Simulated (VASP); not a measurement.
# SnO2 (P4_2/mnm) in VASP: a series of runs, part 2 of 2

VASP 6.6.1. Earlier steps stand in the parts before.

## Step 3: Single point, PBEsol

This run uses another cell than the first one, of 12.18 Å³/atom.

INCAR

```
SYSTEM = SnO2
PREC = Accurate
ENCUT = 520
EDIFF = 1E-6
ISMEAR = -1
SIGMA = 0.02
LREAL = .False.
LASPH = .True.
NELM = 100
ALGO = Normal
ISIF = 2
LWAVE = .False.
LCHARG = .True.
GGA = PS
LELF = .True.
LVHAR = .True.
NBANDS = 64
```

KPOINTS

```
Automatic mesh
0
Gamma
  6 6 6
  0 0 0
```

POSCAR

```
SnO2
1.0
   -3.2119658920      3.3723622595      3.3723620869
    3.2119658920     -3.3723622595      3.3723620869
    3.2119658920      3.3723622595     -3.3723620869
Sn O
4 8
Direct
    1.0000000000      0.2500000000      0.7500000000
    0.0000000000      0.7500000000      0.2500000000
    0.5000000000      0.5000000000      0.5000000000
    0.5000000000      0.0000000000      0.0000000000
    0.1937261176      0.1937261176      0.5000000000
    0.6937260876      0.7500000000      0.9437260876
    0.1937261176      0.6937261176      1.0000000000
    0.3062739124      0.7500000000      0.5562739124
    0.6937260876      0.2500000000      0.4437260876
    0.3062739124      0.2500000000      0.0562739124
    0.8062738824      0.3062738824      0.0000000000
    0.8062738824      0.8062738824      0.5000000000
```

Potentials or basis: VASP PAW PBE potentials, release 64 (Sn_d, O).

The run is started by

```console
$ cat potpaw_PBE.64/Sn_d/POTCAR potpaw_PBE.64/O/POTCAR > POTCAR
$ mpirun -np 1 vasp_std > vasp.out
```

OUTCAR:

```text
SYSTEM = SnO2
   PREC = Accurate
   ENCUT = 520
   EDIFF = 1E-6
   ISMEAR = -1
   LREAL = .False.
   LASPH = .True.
   NELM = 100
   ISIF = 2
   GGA = PS

 ion  position               nearest neighbor table
   1  0.000  0.250  0.750-   9 2.07  10 2.07   5 2.07  11 2.07   7 2.07  12 2.07   2 3.21   2 3.21
                             3 3.74   4 3.74   4 3.74   3 3.74   3 3.74   4 3.74   4 3.74   3 3.74
   2  0.000  0.750  0.250-   6 2.07   8 2.07   7 2.07  12 2.07  11 2.07   5 2.07   1 3.21   1 3.21
                             4 3.74   3 3.74   3 3.74   4 3.74   4 3.74   4 3.74   3 3.74   3 3.74
   3  0.500  0.500  0.500-   5 2.07  12 2.07   8 2.07   9 2.07  10 2.07   6 2.07   4 3.21   4 3.21
                             1 3.74   2 3.74   1 3.74   2 3.74   1 3.74   2 3.74   1 3.74   2 3.74
   4  0.500  0.000  0.000-   7 2.07  11 2.07   8 2.07   9 2.07  10 2.07   6 2.07   3 3.21   3 3.21
                             2 3.74   1 3.74   2 3.74   1 3.74   1 3.74   1 3.74   2 3.74   2 3.74
   5  0.194  0.194  0.500-   3 2.07   1 2.07   2 2.07
   6  0.694  0.750  0.944-   2 2.07   3 2.07   4 2.07
   7  0.194  0.694  0.000-   4 2.07   2 2.07   1 2.07
   8  0.306  0.750  0.556-   2 2.07   3 2.07   4 2.07
   9  0.694  0.250  0.444-   1 2.07   3 2.07   4 2.07
  10  0.306  0.250  0.056-   1 2.07   3 2.07   4 2.07
  11  0.806  0.306  0.000-   4 2.07   1 2.07   2 2.07
  12  0.806  0.806  0.500-   3 2.07   2 2.07   1 2.07

  LATTYP: Found a body centered tetragonal cell.
 ALAT       =     6.7447245190
 C/A-ratio  =     0.9524379781

  Lattice vectors:

 A1 = (  -3.2119658920,   3.3723622595,  -3.3723620869)
 A2 = (  -3.2119658920,  -3.3723622595,   3.3723620869)
 A3 = (   3.2119658920,   3.3723622595,   3.3723620869)

Analysis of symmetry for initial positions (statically):
=====================================================================
 Subroutine PRICEL returns following result:

  LATTYP: Found a simple tetragonal cell.
 ALAT       =     4.7692403226
 C/A-ratio  =     0.6734753702

  Lattice vectors:

 A1 = (   0.0000000000,  -3.3723622595,  -3.3723620869)
 A2 = (   0.0000000000,   3.3723622595,  -3.3723620869)
 A3 = (   3.2119658920,   0.0000000000,   0.0000000000)

   2 primitive cells build up your supercell.

 Routine SETGRP: Setting up the symmetry group for a
 body centered tetragonal supercell.

 Subroutine GETGRP returns: Found 16 space group operations
 (whereof  4 operations were pure point group operations)
 out of a pool of 16 trial point group operations.

The static configuration has the point symmetry C_2h.
 The point group associated with its full space group is D_4h.

Analysis of symmetry for dynamics (positions and initial velocities):
=====================================================================
 Subroutine PRICEL returns following result:

  LATTYP: Found a simple tetragonal cell.
 ALAT       =     4.7692403226
 C/A-ratio  =     0.6734753702

  Lattice vectors:

 A1 = (   0.0000000000,  -3.3723622595,  -3.3723620869)
 A2 = (   0.0000000000,   3.3723622595,  -3.3723620869)
 A3 = (   3.2119658920,   0.0000000000,   0.0000000000)

   2 primitive cells build up your supercell.

 Routine SETGRP: Setting up the symmetry group for a
 body centered tetragonal supercell.

[... 73 lines left out ...]
  0.500000  0.000000  0.000000      2.000000
 -0.000000  0.166667  0.000000      8.000000
  0.166667  0.166667  0.000000     16.000000
[... 16 lines left out ...]
  0.166667 -0.166667  0.166667      4.000000
  0.333333 -0.166667  0.166667      8.000000
 [... further k-points ...]
   k-points           NKPTS =     30   k-points in BZ     NKDIM =     30   number of bands    NBANDS=     64
   number of dos      NEDOS =    301   number of ions     NIONS =     12
   total plane-waves  NPLWV = 110592
   dimension x,y,z NGX =    48 NGY =   48 NGZ =   48
   dimension x,y,z NGXF=    96 NGYF=   96 NGZF=   96
   ions per type =               4   8
   NGX,Y,Z   is equivalent  to a cutoff of  13.88, 13.88, 13.88 a.u.
   NGXF,Y,Z  is equivalent  to a cutoff of  27.76, 27.76, 27.76 a.u.
 SYSTEM =  SnO2
   PREC   = accura    normal or accurate (medium, high low for compatibility)
   ISTART =      0    job   : 0-new  1-cont  2-samecut
   ICHARG =      2    charge: 1-file 2-atom 10-const
   ISPIN  =      1    spin polarized calculation?
   LNONCOLLINEAR =      F non collinear calculations
   LSORBIT =      F    spin-orbit coupling
   LASPH  =      T    aspherical Exc in radial PAW
   ENCUT  =  520.0 eV  38.22 Ry    6.18 a.u.  10.69 10.69 10.69*2*pi/ulx,y,z
   NELM   =    100;   NELMIN=  2; NELMDL= -5     # of ELM steps
   EDIFF  = 0.1E-05   stopping-criterion for ELM
   LREAL  =      F    real-space projection
   EDIFFG = 0.1E-04   stopping-criterion for IOM
   NSW    =      0    number of steps for IOM
   IBRION =     -1    ionic relax: 0-MD 1-quasi-New 2-CG
   NFREE  =      0    steps in history (QN), initial steepest desc. (CG)
   ISIF   =      2    stress and relaxation
   ISYM   =      2    0-nonsym 1-usesym 2-fastsym
   POTIM  = 0.5000    time-step for ionic-motion
   TEBEG  =    0.0;   TEEND  =   0.0 temperature during run
   PSTRESS=    0.0 pullay stress
   NELECT =     104.0000    total number of electrons
   NUPDOWN=      -1.0000    fix difference up-down
   EMIN   =  10.00;   EMAX   =-10.00  energy-range for DOS
   EFERMI =   0.00;   METHOD = LEGACY
   ISMEAR =    -1;   SIGMA  =   0.02  broadening in eV -4-tet -1-fermi 0-gaus
   EFERMI_NEDOS =   21; number of points for ismear=-14 and -15
   IALGO  =     38    algorithm
   IMIX   =      4    mixing-type and parameters
     AMIX     =   0.40;   BMIX     =  1.00
     AMIX_MAG =   1.60;   BMIX_MAG =  1.00
  volume/ion in A,a.u.               =      12.18        82.17
  Fermi-wavevector in a.u.,A,eV,Ry     =   1.461682  2.762178 29.069033  2.136514
  Thomas-Fermi vector in A             =   2.577985
   LORBIT       =      0    0 simple, 1 ext, 2 COOP (PROOUT), +10 PAW based schemes
   GGA     = PS    functional components
   LHFCALC =     F    Hartree Fock is set to
   AEXX    =    0.0000 exact exchange contribution
   IVDW    =     0    specifies the selected vdW correction
   LEPSILON=     F    determine dielectric tensor
   LRPA    =     F    only Hartree local field effects (RPA)
 non-spin polarized calculation
  energy-cutoff  :      520.00
  volume of cell :      146.12
 maximum number of plane-waves:      3956
 NGX is ok and might be reduce to    48
   NGX = 21   NGY = 21   NGZ = 21

 number of electron     104.0000000 magnetization

 Free energy of the ion-electron system (eV)
  ---------------------------------------------------
  ext. energy  EPLUGINS =         0.00000000
  ---------------------------------------------------
  free energy    TOTEN  =       -79.34009853 eV

  energy without entropy =      -79.34009853  energy(sigma->0) =      -79.34009853

 E-fermi :   6.2290     XC(G=0): -11.4252

 val. band max:        5.7754294688   @ k =   0.0000   0.0000   0.0000
 cond. band min:       6.6890224057   @ k =   0.0000   0.0000   0.0000
 fundamental gap:      0.9135929369
 Fermi energy:         6.2289790367

 k-point     1 :       0.0000    0.0000    0.0000
  band No.  band energies     occupation
      1     -15.2276      2.00000
      2     -14.9820      2.00000
      3     -14.9820      2.00000
      4     -14.5301      2.00000
      5     -14.5301      2.00000
      6     -14.4783      2.00000
[... 1597 lines left out ...]
     63      16.4248      0.00000
     64      16.7855      0.00000

 [... further k-points ...]
[... 5 lines left out ...]
  --------------------------------------------------------------------------------------
  -------------------------------------------------------------------------------------
  Total        0.7887499      0.4920815      0.4920814      0.0000000      0.0000000     -0.0000000
  in kB        8.6486942      5.3957058      5.3957052      0.0000000      0.0000000     -0.0000000
  external PRESSURE =       6.4800351 kB  Pullay stress =       0.0000000 kB

 VOLUME and BASIS-vectors are now :
 -----------------------------------------------------------------------------
  energy-cutoff  :      520.00
  volume of cell :      146.12
      direct lattice vectors                 reciprocal lattice vectors
    -3.211965892  3.372362260  3.372362087     0.000000000  0.148264024  0.148264032
     3.211965892 -3.372362260  3.372362087     0.155667905  0.000000000  0.148264032
     3.211965892  3.372362260 -3.372362087     0.155667905  0.148264024  0.000000000

 POSITION                                       TOTAL-FORCE (eV/Angst)
 -----------------------------------------------------------------------------------
      3.21197      1.68618     -1.68618         0.000000     -0.000000      0.000000
      3.21197     -1.68618      1.68618         0.000000     -0.000000      0.000000
      1.60598      1.68618      1.68618         0.000000     -0.000000      0.000000
     -1.60598      1.68618      1.68618         0.000000     -0.000000      0.000000
      1.60598      1.68618     -0.37955         0.000000     -0.000000      0.015022
      3.21197      2.99281      1.68618         0.000000      0.015022      0.000000
      1.60598     -1.68618      2.99281         0.000000     -0.000000      0.015022
      3.21197      0.37955      1.68618        -0.000000     -0.015022      0.000000
      0.00000      2.99281      1.68618         0.000000      0.015022      0.000000
     -0.00000      0.37955      1.68618        -0.000000     -0.015022      0.000000
     -1.60598      1.68618      3.75191        -0.000000     -0.000000     -0.015022
      1.60598      1.68618      3.75191        -0.000000     -0.000000     -0.015022
 -----------------------------------------------------------------------------------
    total drift:                                0.000000      0.000000     -0.000000

  FREE ENERGIE OF THE ION-ELECTRON SYSTEM (eV)
  ---------------------------------------------------
  free  energy   TOTEN  =       -79.3400985318 eV

  energy  without entropy=      -79.3400985318  energy(sigma->0) =      -79.34009853
```

Run time: 7.8 min. Hardware: 1 thread of Intel Xeon Platinum 8259CL at 2.50GHz (Skylake/Cascade Lake), shared host; peak memory 0.43 GiB.

Results:

```yaml
Free_energy: -79.3401 eV
Pressure: 0.6 GPa
Largest_force: 0.015 eV/Å
Band_gap_on_the_k_mesh: 0.91 eV
```

Forces on the atoms (eV/Å):
```
Sn   0.000  0.000  0.000
Sn   0.000  0.000  0.000
Sn   0.000  0.000  0.000
Sn   0.000  0.000  0.000
O    0.000  0.000  0.015
O    0.000  0.015  0.000
O    0.000  0.000  0.015
O    0.000 -0.015  0.000
O    0.000  0.015  0.000
O    0.000 -0.015  0.000
O    0.000  0.000 -0.015
O    0.000  0.000 -0.015
```

Levels at points of the mesh, in eV from the valence-band top:
| k point | band 49 | band 50 | band 51 | band 52 | band 53 | band 54 | band 55 | band 56 |
| --- | --- | --- | --- | --- | --- | --- | --- | --- |
| (0.00, 0.00, 0.00) | -0.82 | -0.78 | -0.78 | 0.00 | 0.91 | 4.55 | 4.55 | 5.85 |
| (0.50, 0.00, 0.00) | -0.73 | -0.73 | -0.63 | -0.63 | 4.13 | 4.13 | 6.14 | 6.14 |
| (0.00, 0.50, 0.00) | -0.85 | -0.85 | -0.51 | -0.51 | 4.27 | 4.27 | 5.88 | 5.88 |
| (0.50, 0.50, 0.50) | -1.25 | -1.25 | -0.89 | -0.89 | 4.53 | 4.53 | 5.87 | 5.87 |

Caveat: the PAW data sets were made with another functional, which shifts forces and pressure a little; spin-orbit coupling is left out, which moves the levels of the heavy elements.

## Step 4: Single point, PBE

This run uses another cell than the first one, of 12.58 Å³/atom.

INCAR

```
PREC = Accurate
ENCUT = 520
EDIFF = 1E-6
ISMEAR = -1
SIGMA = 0.02
LREAL = F
LASPH = T
NELM = 80
ALGO = Normal
ISIF = 2
LWAVE = F
LCHARG = T
GGA = PE
LELF = T
LVHAR = T
NBANDS = 64
```

KPOINTS

```
regular mesh
0
Gamma
  6 6 6
```

POSCAR

```
SnO2
1.0
   -3.2382671589      3.4134845131      3.4135080223
    3.2382671589     -3.4134845131      3.4135080223
    3.2382671589      3.4134845131     -3.4135080223
Sn O
4 8
Direct
    0.9999993057      0.2499993057      0.7500000000
    0.0000006943      0.7500006943      0.2500000000
    0.5000000000      0.5000000000      0.5000000000
    0.5000000000      0.0000000000      0.0000000000
    0.1934206925      0.1934212078      0.5000005153
    0.6934242853      0.7500020462      0.9434222391
    0.1934206925      0.6934201772      0.9999994847
    0.3065798071      0.7500020462      0.5565777609
    0.6934201929      0.2499979538      0.4434222391
    0.3065757147      0.2499979538      0.0565777609
    0.8065793075      0.3065798228      0.0000005153
    0.8065793075      0.8065787922      0.4999994847
```

Potentials or basis: VASP PAW PBE potentials, release 64 (Sn_d, O).

The run is started by

```console
$ cat potpaw_PBE.64/Sn_d/POTCAR potpaw_PBE.64/O/POTCAR > POTCAR
$ mpirun -np 1 vasp_std > vasp.out
```

OUTCAR:

```text
PREC = Accurate
   ENCUT = 520
   EDIFF = 1E-6
   ISMEAR = -1
   LREAL = F
   LASPH = T
   NELM = 80
   ISIF = 2
   GGA = PE

 ion  position               nearest neighbor table
   1  1.000  0.250  0.750-  11 2.09  12 2.09   5 2.09   7 2.09   9 2.09  10 2.09   2 3.24   2 3.24

   2  0.000  0.750  0.250-   5 2.09   7 2.09  11 2.09  12 2.09   8 2.09   6 2.09   1 3.24   1 3.24

   3  0.500  0.500  0.500-   8 2.09   9 2.09   6 2.09  10 2.09   5 2.09  12 2.09   4 3.24   4 3.24

   4  0.500  0.000  0.000-   6 2.09  10 2.09   9 2.09   8 2.09   7 2.09  11 2.09   3 3.24   3 3.24

[... 1851 lines left out ...]

 VOLUME and BASIS-vectors are now :
 -----------------------------------------------------------------------------
  energy-cutoff  :      520.00
  volume of cell :      150.93
      direct lattice vectors                 reciprocal lattice vectors
    -3.238267159  3.413484513  3.413508022     0.000000000  0.146477887  0.146476879
     3.238267159 -3.413484513  3.413508022     0.154403567  0.000000000  0.146476879
     3.238267159  3.413484513 -3.413508022     0.154403567  0.146477887  0.000000000

 POSITION                                       TOTAL-FORCE (eV/Angst)
 -----------------------------------------------------------------------------------
      0.00000      5.12023      1.70675        -0.000000     -0.000000      0.000000
      3.23827     -1.70674      1.70676         0.000000      0.000000      0.000000
      1.61913      1.70674      1.70675        -0.000000      0.000000      0.000000
     -1.61913      1.70674      1.70675         0.000000      0.000000      0.000000
      1.61914      1.70674     -0.38627         0.000000      0.000000      0.016547
      3.23827      3.02723      1.70677         0.000000      0.016547     -0.000000
      4.85740      1.70674     -0.38627        -0.000000     -0.000000      0.016547
      3.23827      0.38625      1.70677         0.000000     -0.016547      0.000000
      0.00000      3.02723      1.70674         0.000000      0.016547      0.000000
     -0.00000      0.38625      1.70674         0.000000     -0.016547      0.000000
     -1.61913      1.70674      3.79978        -0.000000     -0.000000     -0.016547
      1.61913      1.70674      3.79978        -0.000000     -0.000000     -0.016547
 -----------------------------------------------------------------------------------
    total drift:                                0.024031      0.007735      0.005200

  FREE ENERGIE OF THE ION-ELECTRON SYSTEM (eV)
  ---------------------------------------------------
  free  energy   TOTEN  =       -74.6225057512 eV

  energy  without entropy=      -74.6225057508  energy(sigma->0) =      -74.62250575
```

OSZICAR:

```text
N       E                     dE             d eps       ncg     rms          rms(c)
DAV:   1     0.160190460236E+04    0.16019E+04   -0.48921E+04  4464   0.256E+03
DAV:   2     0.253557488498E+03   -0.13483E+04   -0.12783E+04  4064   0.787E+02
DAV:   3    -0.590890263970E+02   -0.31265E+03   -0.30486E+03  4176   0.278E+02
DAV:   4    -0.860913450328E+02   -0.27002E+02   -0.26695E+02  4792   0.892E+01
DAV:   5    -0.868662156228E+02   -0.77487E+00   -0.77277E+00  4488   0.160E+01    0.220E+01
DAV:   6    -0.743825275732E+02    0.12484E+02   -0.43388E+01  6024   0.696E+01    0.796E+00
DAV:   7    -0.746841991684E+02   -0.30167E+00   -0.48826E+00  4320   0.897E+00    0.462E+00
DAV:   8    -0.746579996087E+02    0.26200E-01   -0.67751E-01  5336   0.553E+00    0.122E+00
DAV:   9    -0.746206233237E+02    0.37376E-01   -0.19550E-01  5752   0.427E+00    0.214E-01
DAV:  10    -0.746222573673E+02   -0.16340E-02   -0.14653E-02  5232   0.874E-01    0.804E-02
DAV:  11    -0.746225019123E+02   -0.24454E-03   -0.10678E-03  5384   0.244E-01    0.277E-02
DAV:  12    -0.746225140832E+02   -0.12171E-04   -0.80806E-05  4896   0.513E-02    0.240E-02
DAV:  13    -0.746225053181E+02    0.87651E-05   -0.37837E-05  5240   0.563E-02    0.466E-03
DAV:  14    -0.746225057512E+02   -0.43305E-06   -0.34122E-06  3704   0.955E-03
   1 F= -.74622506E+02 E0= -.74622506E+02  d E =-.374259E-09
```

stdout:

```text
POSCAR found type information on POSCAR SnO
 POSCAR found :  2 types and      12 ions
 scaLAPACK will be used
 LDA part: xc-table for (Slater+PW92), standard interpolation
 POSCAR, INCAR and KPOINTS ok, starting setup
 FFT: planning ... GRIDC
 FFT: planning ... GRID_SOFT
 FFT: planning ... GRID
 WAVECAR not read
 entering main loop
```

Run time: 9.4 min. Hardware: 1 thread of AMD EPYC 7R43 (Zen 3), shared host; peak memory 0.39 GiB.

What came out:

```
Free energy            : -74.6225 eV
Pressure               : 0.6 GPa
Largest force          : 0.017 eV/Å
Band gap on the k mesh : 0.67 eV
```

Forces in eV/Å, atoms in the order of the input:
```
Sn   0.000  0.000  0.000
Sn   0.000  0.000  0.000
Sn   0.000  0.000  0.000
Sn   0.000  0.000  0.000
O    0.000  0.000  0.017
O    0.000  0.017  0.000
O    0.000  0.000  0.017
O    0.000 -0.017  0.000
O    0.000  0.017  0.000
O    0.000 -0.017  0.000
O    0.000  0.000 -0.017
O    0.000  0.000 -0.017
```

Levels at points of the mesh, in eV from the valence-band top:
| k point | band 49 | band 50 | band 51 | band 52 | band 53 | band 54 | band 55 | band 56 |
| --- | --- | --- | --- | --- | --- | --- | --- | --- |
| (0.00, 0.00, 0.00) | -0.78 | -0.74 | -0.74 | 0.00 | 0.67 | 4.35 | 4.35 | 5.69 |
| (0.50, 0.00, 0.00) | -0.75 | -0.75 | -0.61 | -0.61 | 3.88 | 3.88 | 5.85 | 5.85 |
| (0.00, 0.50, 0.00) | -0.81 | -0.81 | -0.49 | -0.49 | 4.01 | 4.01 | 5.61 | 5.61 |
| (0.50, 0.50, 0.50) | -1.18 | -1.18 | -0.85 | -0.85 | 4.27 | 4.27 | 5.59 | 5.59 |

Caveat: spin-orbit coupling is left out, which moves the levels of the heavy elements.

## Step 5: Summary

| level | cell | gap on the mesh (eV) | pressure (GPa) | largest force (eV/Å) |
| --- | --- | --- | --- | --- |
| PBE | a = 5.736 Å, angles 112.2, 108.1, 108.1°, 12 atoms | 1.09 | 8.4 | 0.05 |
| PBEsol | a = 5.750 Å, angles 112.1, 108.2, 108.2°, 12 atoms | 0.91 | 0.6 | 0.02 |
| PBE | a = 5.813 Å, angles 112.3, 108.1, 108.1°, 12 atoms | 0.67 | 0.6 | 0.02 |

Alike in all rows: task single point; potentials or basis VASP PAW PBE potentials, release 64 (Sn_d, O); no spin polarisation; k mesh 6 × 6 × 6; cutoff (eV) 520; smearing fermi-dirac 0.02 eV.

Caveats: spin-orbit coupling is left out, which moves the levels of the heavy elements; the cell stands under pressure (at least some runs); the PAW data sets were made with another functional, which shifts forces and pressure a little (at least some runs).

Absolute energies hang on the potentials; compare differences alone.
